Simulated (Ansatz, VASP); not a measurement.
## Two plane-wave programs on Hg2SbP3

POSCAR

```
Hg2SbP3
1.0
    3.8482121668     -0.0000000025      0.0000000000
   -1.9241060812      3.3326494968      0.0000000000
    0.0000000000      0.0000000000      9.5356540974
Hg Sb P
2 1 3
Direct
    0.3333333333      0.6666666667      0.6612723311
    0.6666666667      0.3333333333      0.3387276689
    0.0000000000      0.0000000000      0.0000000000
    0.3333333333      0.6666666667      0.1634470364
    0.6666666667      0.3333333333      0.8365529636
    0.0000000000      0.0000000000      0.5000000000
```

The input INCAR.step1:

```
  ALGO = Normal
  EDIFF = 1E-4
  ENCUT = 520
  GGA = PE
  ISMEAR = -1
  LASPH = T
  LCHARG = F
  LREAL = F
  LWAVE = T
  NBANDS = 31
  NELM = 100
  PREC = Accurate
  SIGMA = 0.03
```

INCAR.step2

```
  ALGO = Normal
  BPARAM = 11.95
  CPARAM = 0.0093
  EDIFF = 1E-6
  ENCUT = 520
  ISIF = 2
  ISMEAR = -1
  ISTART = 1
  IVDW_NL = 2
  LASPH = T
  LCHARG = F
  LMIXTAU = T
  LREAL = F
  LUSE_VDW = T
  LWAVE = F
  METAGGA = R2SCAN
  NBANDS = 31
  NELM = 100
  PREC = Accurate
  SIGMA = 0.03
```

The input KPOINTS:

```
k-points
0
Gamma
  12 12 4
```

Input for Ansatz:

```yaml
crystal:
  lattice:
    - [3.8482121668, -2.5e-09, 0.0]
    - [-1.9241060812, 3.3326494968, 0.0]
    - [0.0, 0.0, 9.5356540974]
  atoms:
    - { symbol: Hg, position: [0.3333333333, 0.6666666667, 0.6612723311] }
    - { symbol: Hg, position: [0.6666666667, 0.3333333333, 0.3387276689] }
    - { symbol: Sb, position: [0.0, 0.0, 0.0] }
    - { symbol: P, position: [0.3333333333, 0.6666666667, 0.1634470364] }
    - { symbol: P, position: [0.6666666667, 0.3333333333, 0.8365529636] }
    - { symbol: P, position: [0.0, 0.0, 0.5] }
kpoints:
  mp_grid: { grid: [12, 12, 4] }
  band_path:
    path:
      - [0.0, 0.0, 0.0]
      - [0.5, 0.0, 0.0]
      - [0.3333333333, 0.3333333333, 0.0]
      - [0.0, 0.0, 0.5]
      - [0.5, 0.0, 0.5]
      - [0.3333333333, 0.3333333333, 0.5]
    npoints: 1
hamiltonian:
  xc: r2scan
  dispersion: rvv10
scf:
  occupations: { method: fermi_dirac, width: 0.03 }
  n_extra_bands: 5
output:
  forces: true
  stress: true
  eigenvalues: true
  write_density: true
  write_potential: true
  elf: true
  volumetric_format: npy
```

Alike in both runs: task single point; functional r2SCAN; dispersion rVV10; k mesh 12 × 12 × 4; occupations fermi-dirac, width 0.03 eV; no spin polarisation.

|  | VASP | Ansatz |
| --- | --- | --- |
| version | VASP 6.6.1 | Ansatz 0.2.0 |
| potentials or method | VASP PAW PBE potentials, release 64 (Hg, Sb, P) | plane waves, PAW |
| plane-wave cutoff (eV) | 520 | 500 |
| valence electrons in the cell | 44 | 70 |

|  | VASP | Ansatz | Ansatz less VASP |
| --- | --- | --- | --- |
| pressure (GPa) | 0.6 | 0.0 | -0.57 |
| rms of the force components (eV/Å) | 0.015 | 0.000 | -0.0151 |

VASP's potentials were made for PBE, not for r2SCAN. Atom by atom the forces differ by 0.015 eV/Å (rms over components). VASP's potentials hold 44 valence electrons a cell and Ansatz's 70, so a difference there can come from the potentials and not from the codes.

Neither program's run includes spin-orbit coupling.
